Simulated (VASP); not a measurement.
Here is a VASP 6.6.1 calculation.

The input INCAR:

```
SYSTEM = AlAs
  ALGO = Normal
  EDIFF = 1E-6
  ENCUT = 500
  GGA = PE
  GGA_COMPAT = .FALSE.
  ISIF = 2
  ISMEAR = 0
  IVDW = 12
  LASPH = .TRUE.
  LCHARG = .FALSE.
  LREAL = .FALSE.
  LWAVE = .FALSE.
  NBANDS = 11
  NELM = 120
  PREC = Accurate
  SIGMA = 0.1
```

Contents of KPOINTS:

```
k-points
0
G
  6 6 6
  0 0 0
```

POSCAR

```
AlAs
1.0
    0.0000000000      2.8379008000      2.8379008000
    2.8379008000      0.0000000000      2.8379008000
    2.8379008000      2.8379008000      0.0000000000
Al As
1 1
Direct
    0.0000000000      0.0000000000      0.0000000000
    0.2500000000      0.2500000000      0.2500000000
```

Potentials or basis: VASP PAW PBE potentials, release 64 (Al, As).

Run with:

```bash
$ cat potpaw_PBE.64/Al/POTCAR potpaw_PBE.64/As/POTCAR > POTCAR
$ mpirun -np 1 vasp_std > vasp.out
```

(1) What does it give for the pressure?

(2) Predict the dispersion energy per atom.

Answers

(1) -0.2 GPa.

(2) -0.314 eV.
